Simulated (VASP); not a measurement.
Crystal: Ba.

```
CELL_PARAMETERS angstrom
-2.53679 2.53679 2.53679
2.53679 -2.53679 2.53679
2.53679 2.53679 -2.53679
ATOMIC_POSITIONS crystal
Ba 0.00000 0.00000 0.00000
```

Base run:

| Item | Value |
| --- | --- |
| Program | VASP 6.6.1 |
| Functional | r2SCAN |
| Potentials or basis | VASP PAW PBE potentials, release 64 (Ba_sv) |
| Cutoff | 520 eV |
| k mesh | 9 × 9 × 9 |
| Occupations | fermi-dirac, width 1 eV |
| Spin | no spin polarisation |

Its results: band gap on the k mesh zero (bands 5 and 6 overlap by 0.92 eV); pressure 1.5 GPa.

Q: The run is repeated on the same cell with these changes: occupations from fermi-dirac, width 1 eV to fermi-dirac, width 0.1 eV. What comes out?

A: Band gap on the k mesh zero (bands 5 and 6 overlap by 0.94 eV); pressure 0.1 GPa.

Caveats: the PAW data sets were made with another functional, which shifts forces and pressure a little; spin-orbit coupling is left out, which moves the levels of the heavy elements; so wide a smearing shifts energies and pressures (at least some runs).
